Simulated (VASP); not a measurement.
# MgB5 (P1) in VASP: notebook

The runs below take MgB5 through single point, relaxation of cell and atoms, with PBE.

All numbers are computed with VASP 6.6.1; they aren't measurements. Logs are shortened: lines on timing, memory, paths and dates and some standing lists are left out, and cuts for length are marked.

### Step 1. The cell of the first run

The typed cell holds 12 atoms: a = 4.282 Å, b = 4.473 Å, c = 6.160 Å, α = 81.15°, β = 89.18°, γ = 65.70°.

### Step 2. Single point, PBE

File INCAR:

```
SYSTEM = MgB5
ALGO     = Normal         ! electronic algorithm
EDIFF    = 1E-7           ! SCF threshold, eV
ENCUT    = 520            ! plane-wave cutoff, eV
GGA      = PE             ! functional
ISIF     = 2              ! what is computed and relaxed
ISMEAR   = 0              ! smearing method
LASPH    = .TRUE.         ! aspherical terms in the spheres
LCHARG   = .FALSE.        ! write CHGCAR
LREAL    = .FALSE.        ! projectors in reciprocal space
LWAVE    = .FALSE.        ! write WAVECAR
NBANDS   = 29             ! bands
NELM     = 60             ! most SCF steps
PREC     = Accurate       ! precision mode
SIGMA    = 0.1            ! smearing width, eV
```

File KPOINTS:

```
k-points
0
G
  4 4 4
  0 0 0
```

File POSCAR:

```
MgB5
1.0
    4.2815086643      0.0000000000      0.0000000000
    1.8408828312      4.0768458450      0.0000000000
    0.0881946816      1.0000203774      6.0773728322
Mg B
2 10
Direct
    0.3723628267      0.3236465921      0.2259256143
    0.9531495657      0.2698335318      0.6508807462
    0.4250464796      0.7810311481      0.4453451816
    0.9051808318      0.7580556426      0.8346173292
    0.8594071170      0.8502835255      0.1022154099
    0.5303926017      0.7766540895      0.7255276530
    0.8321929731      0.7932936270      0.3894863422
    0.2274520321      0.8274066015      0.9327841450
    0.7888813561      0.5012984888      0.2911263657
    0.3477307822      0.4980830834      0.7928743537
    0.9972587049      0.0621175630      0.3064070303
    0.5039534886      0.0722785873      0.8838127487
```

Potentials or basis: VASP PAW PBE potentials, release 64 (Mg, B).

Run with:

```bash
cat potpaw_PBE.64/Mg/POTCAR potpaw_PBE.64/B/POTCAR > POTCAR
mpirun -np 1 vasp_std > vasp.out
```

OUTCAR:

```text
SYSTEM = MgB5
   EDIFF = 1E-7
   ENCUT = 520
   GGA = PE
   ISIF = 2
   ISMEAR = 0
   LASPH = .TRUE.
   LREAL = .FALSE.
   NELM = 60
   PREC = Accurate

 ion  position               nearest neighbor table
   1  0.372  0.324  0.226-   9 2.29   9 2.34  11 2.35   7 2.45  11 2.46   5 2.49  12 2.49   5 2.50
                             3 2.51   8 2.52  10 2.65   3 2.70   7 2.71   2 3.19   2 3.55
   2  0.953  0.270  0.651-   9 2.28   8 2.32   6 2.36  11 2.42   4 2.48   7 2.49  12 2.53  10 2.53
                             6 2.53   4 2.55  10 2.56   3 2.62  12 2.73   3 2.76   1 3.19   1 3.55
   3  0.425  0.781  0.445-   6 1.79   7 1.79  11 1.87   9 1.90   1 2.51   2 2.62   1 2.70   2 2.76

   4  0.905  0.758  0.835-   8 1.67   6 1.71   5 1.75  12 1.77  10 1.81   2 2.48   2 2.55
   5  0.859  0.850  0.102-   4 1.75   7 1.76   8 1.85  12 1.88  11 1.92   9 1.92   1 2.49   1 2.50

   6  0.530  0.777  0.726-   4 1.71  10 1.72  12 1.73   8 1.78   3 1.79   2 2.36   2 2.53
   7  0.832  0.793  0.389-   9 1.60  11 1.65   5 1.76   3 1.79   1 2.45   2 2.49   1 2.71
   8  0.227  0.827  0.933-   4 1.67  10 1.71   6 1.78   5 1.85  12 1.91   2 2.32   1 2.52
   9  0.789  0.501  0.291-   7 1.60  11 1.78   3 1.90   5 1.92   2 2.28   1 2.29   1 2.34
  10  0.348  0.498  0.793-   8 1.71   6 1.72  12 1.74   4 1.81   2 2.53   2 2.56   1 2.65
  11  0.997  0.062  0.306-   7 1.65   9 1.78   3 1.87   5 1.92   1 2.35   2 2.42   1 2.46
  12  0.504  0.072  0.884-   6 1.73  10 1.74   4 1.77   5 1.88   8 1.91   1 2.49   2 2.53   2 2.73

  LATTYP: Found a triclinic cell.
 ALAT       =     4.7515604280
 B/A-ratio  =     2.0271942787
 C/A-ratio  =     0.9414171298
 COS(alpha) =     0.0001560797
 COS(beta)  =     0.5705926769
 COS(gamma) =     0.6372314463

  Lattice vectors:

 A1 = (   2.4406258331,  -4.0768458450,   0.0000000000)
 A2 = (   6.8103291790,  -3.0768254676,   6.0773728322)
 A3 = (  -1.8408828312,  -4.0768458450,   0.0000000000)

Analysis of symmetry for initial positions (statically):
=====================================================================
 Subroutine PRICEL returns:
 Original cell was already a primitive cell.

 Routine SETGRP: Setting up the symmetry group for a
 triclinic supercell.

 Subroutine GETGRP returns: Found  1 space group operations
 (whereof  1 operations were pure point group operations)
 out of a pool of  2 trial point group operations.

The static configuration has the point symmetry C_1 .

Analysis of symmetry for dynamics (positions and initial velocities):
=====================================================================
 Subroutine PRICEL returns:
 Original cell was already a primitive cell.

 Routine SETGRP: Setting up the symmetry group for a
[... 136 lines left out ...]
   PSTRESS=    0.0 pullay stress
   NELECT =      34.0000    total number of electrons
   NUPDOWN=      -1.0000    fix difference up-down
   EMIN   =  10.00;   EMAX   =-10.00  energy-range for DOS
   EFERMI =   0.00;   METHOD = LEGACY
   ISMEAR =     0;   SIGMA  =   0.10  broadening in eV -4-tet -1-fermi 0-gaus
   EFERMI_NEDOS =   21; number of points for ismear=-14 and -15
   IALGO  =     38    algorithm
   IMIX   =      4    mixing-type and parameters
     AMIX     =   0.40;   BMIX     =  1.00
     AMIX_MAG =   1.60;   BMIX_MAG =  1.00
  volume/ion in A,a.u.               =       8.84        59.66
  Fermi-wavevector in a.u.,A,eV,Ry     =   1.120355  2.117163 17.077955  1.255194
  Thomas-Fermi vector in A             =   2.257000
   LORBIT       =      0    0 simple, 1 ext, 2 COOP (PROOUT), +10 PAW based schemes
   GGA     = PE    functional components
   LHFCALC =     F    Hartree Fock is set to
   AEXX    =    0.0000 exact exchange contribution
   IVDW    =     0    specifies the selected vdW correction
   LEPSILON=     F    determine dielectric tensor
   LRPA    =     F    only Hartree local field effects (RPA)
 non-spin polarized calculation
 Gauss-broadening in eV      SIGMA  =   0.10
  energy-cutoff  :      520.00
  volume of cell :      106.08
 maximum number of plane-waves:      2880
   NGX = 15   NGY = 17   NGZ = 23

 number of electron      34.0000000 magnetization

 Free energy of the ion-electron system (eV)
  ---------------------------------------------------
  ext. energy  EPLUGINS =         0.00000000
  ---------------------------------------------------
  free energy    TOTEN  =       -66.90005596 eV

  energy without entropy =      -66.89210294  energy(sigma->0) =      -66.89607945

 E-fermi :   5.6969     XC(G=0): -10.9815

 val. band max:        5.6763283564   @ k =   0.5000   0.2500  -0.0000
 cond. band min:       5.7192884635   @ k =   0.5000   0.2500   0.5000
 fundamental gap:      0.0429601071
 Fermi energy:         5.6968811485

 k-point     1 :       0.0000    0.0000    0.0000
  band No.  band energies     occupation
      1      -9.1158      2.00000
      2      -6.8529      2.00000
      3      -4.8648      2.00000
      4      -3.4292      2.00000
      5      -2.1131      2.00000
      6      -1.5785      2.00000
[... 757 lines left out ...]
     28      12.6639      0.00000
     29      13.0512      0.00000

 [... further k-points ...]
[... 5 lines left out ...]
  --------------------------------------------------------------------------------------
  -------------------------------------------------------------------------------------
  Total       -0.4410203      0.0315293      0.1256355      0.1584908      0.0146076     -0.4933268
  in kB       -6.6608892      0.4761980      1.8975186      2.3937441      0.2206231     -7.4508918
  external PRESSURE =      -1.4290575 kB  Pullay stress =       0.0000000 kB

 VOLUME and BASIS-vectors are now :
 -----------------------------------------------------------------------------
  energy-cutoff  :      520.00
  volume of cell :      106.08
      direct lattice vectors                 reciprocal lattice vectors
     4.281508664  0.000000000  0.000000000     0.233562531 -0.105464192  0.013964483
     1.840882831  4.076845845  0.000000000     0.000000000  0.245287666 -0.040361628
     0.088194682  1.000020377  6.077372832     0.000000000  0.000000000  0.164544784

 POSITION                                       TOTAL-FORCE (eV/Angst)
 -----------------------------------------------------------------------------------
      2.21000      1.54539      1.37303         0.038841      0.071475     -0.071944
      4.63505      1.75096      3.95564        -0.026609     -0.012448      0.057703
      3.29690      3.62950      2.70653        -0.050326     -0.004017     -0.033941
      5.34464      3.92511      5.07228         0.003714      0.024663     -0.055018
      5.25385      3.56869      0.62120         0.027005     -0.065670      0.081091
      3.76460      3.89184      4.40930        -0.010130     -0.146527      0.034706
      5.05775      3.62363      2.36705         0.197291      0.124354     -0.024756
      2.57926      4.30601      5.66888        -0.071891      0.013382     -0.002528
      4.32611      2.33485      1.76928        -0.071422     -0.039280     -0.125079
      2.47565      2.82350      4.81859         0.031453      0.040989      0.169819
      4.41115      0.55966      1.86215         0.016163      0.075101      0.027999
      2.36869      1.17850      5.37126        -0.084090     -0.082023     -0.058051
 -----------------------------------------------------------------------------------
    total drift:                               -0.000042     -0.000188      0.000374

  FREE ENERGIE OF THE ION-ELECTRON SYSTEM (eV)
  ---------------------------------------------------
  free  energy   TOTEN  =       -66.9000559562 eV

  energy  without entropy=      -66.8921029388  energy(sigma->0) =      -66.89607945
```

Run time: 68 s. Hardware: 1 thread of Intel Xeon 6975P-C (Granite Rapids), shared host; peak memory 0.26 GiB.

Results:

```
Free energy            : -66.9001 eV
Pressure               : -0.1 GPa
Largest force          : 0.235 eV/Å
Band gap on the k mesh : zero (bands 17 and 18 overlap by 0.86 eV)
```

Forces in eV/Å, atoms in the order of the input:
```
Mg   0.039  0.071 -0.072
Mg  -0.027 -0.012  0.058
B   -0.050 -0.004 -0.034
B    0.004  0.025 -0.055
B    0.027 -0.066  0.081
B   -0.010 -0.147  0.035
B    0.197  0.124 -0.025
B   -0.072  0.013 -0.003
B   -0.071 -0.039 -0.125
B    0.031  0.041  0.170
B    0.016  0.075  0.028
B   -0.084 -0.082 -0.058
```

Stress tensor (GPa, compression positive):
```
-0.67  0.24 -0.75
 0.24  0.05  0.02
-0.75  0.02  0.19
```

Caveat: the k points lie up to 0.40 Å⁻¹ apart, too coarse for converged energies and pressures of a metal.

### Step 3. Single point, PBE

This run uses another cell than the first one, of 8.98 Å³/atom.

File INCAR:

```
PREC     = Accurate       # precision mode
ENCUT    = 520            # plane-wave cutoff, eV
EDIFF    = 1E-7           # SCF threshold, eV
ISMEAR   = 0              # smearing method
SIGMA    = 0.1            # smearing width, eV
LREAL    = F              # projectors in reciprocal space
LASPH    = T              # aspherical terms in the spheres
NELM     = 100            # most SCF steps
ALGO     = Normal         # electronic algorithm
ISIF     = 2              # what is computed and relaxed
LWAVE    = F              # write WAVECAR
LCHARG   = F              # write CHGCAR
GGA      = PE             # functional
NBANDS   = 29             # bands
```

File KPOINTS:

```
regular mesh
0
Gamma
  4 4 4
```

File POSCAR:

```
MgB5
1.0
    4.2978290534      0.0297415512     -0.1131511108
    1.8762198246      4.0513974533     -0.1622215891
   -0.0651344389      0.8219531813      6.1902430426
Mg B
2 10
Direct
    0.3815763297      0.3528035556      0.2372195480
    0.9339657169      0.2424387681      0.6398923982
    0.4578308942      0.8064627392      0.4362023468
    0.8914392057      0.7358553738      0.8379433059
    0.8578895959      0.8670826946      0.0988621976
    0.5129782531      0.7377979985      0.7263971993
    0.8462277322      0.8352096331      0.3778396727
    0.2118409064      0.8242859417      0.9281242271
    0.8049782746      0.5255985829      0.2862257620
    0.3394222252      0.4580608282      0.8293684849
    1.0172391904      0.0851543827      0.2893076591
    0.4876204353      0.0432319823      0.8936201181
```

Potentials or basis: VASP PAW PBE potentials, release 64 (Mg, B).

Run with:

```bash
cat potpaw_PBE.64/Mg/POTCAR potpaw_PBE.64/B/POTCAR > POTCAR
mpirun -np 1 vasp_std > vasp.out
```

Run time: 56 s. Hardware: 1 thread of Intel Xeon 6975P-C (Granite Rapids), shared host; peak memory 0.27 GiB.

The run converged. Its results:

* Free energy: -67.0575 eV
* Pressure: 0.0 GPa
* Largest force: 0.051 eV/Å
* Band gap on the k mesh: zero (bands 17 and 18 overlap by 1.22 eV)

Forces in eV/Å, atoms in the order of the input:
```
Mg   0.014 -0.007 -0.005
Mg   0.015  0.002 -0.003
B    0.012  0.004 -0.001
B   -0.012  0.008 -0.028
B   -0.015 -0.001  0.027
B    0.006 -0.011 -0.013
B    0.012  0.038  0.007
B    0.006  0.042  0.025
B   -0.012 -0.039  0.000
B   -0.006 -0.048 -0.013
B   -0.023  0.005  0.002
B    0.003  0.008  0.002
```

Stress tensor (GPa, compression positive):
```
-0.02  0.07 -0.08
 0.07 -0.01 -0.09
-0.08 -0.09 -0.04
```

Levels at points of the mesh, in eV from the Fermi level:
```
           k point  band 13  band 14  band 15  band 16  band 17  band 18  band 19  band 20  band 21  band 22
(0.00, 0.00, 0.00)    -3.70    -2.80    -2.12    -2.03    -1.68    -0.40     0.52     1.27     2.30     3.23
(0.50, 0.00, 0.00)    -2.33    -2.23    -1.47    -0.65    -0.02     0.29     1.49     2.54     2.95     3.38
(0.00, 0.50, 0.00)    -2.40    -2.04    -1.76    -1.61    -0.37    -0.01     0.99     2.83     3.77     3.89
(0.50, 0.50, 0.00)    -2.96    -2.46    -2.15    -1.11    -0.40     0.96     2.23     2.98     3.45     3.80
(0.00, 0.00, 0.50)    -3.78    -3.17    -2.13    -1.74    -0.86    -0.60     0.66     1.51     2.69     3.28
(0.50, 0.00, 0.50)    -3.50    -2.17    -0.90    -0.63     0.13     0.47     1.32     1.38     3.05     4.32
(0.00, 0.50, 0.50)    -2.68    -2.01    -1.66    -1.50    -0.62     0.53     1.16     1.80     3.59     4.05
(0.50, 0.50, 0.50)    -2.92    -2.57    -2.10    -1.80     0.62     0.98     1.92     2.93     3.40     3.67
```

Caveat: the k points lie up to 0.41 Å⁻¹ apart, too coarse for converged energies and pressures of a metal.

(Continued in part 2 of 2.)
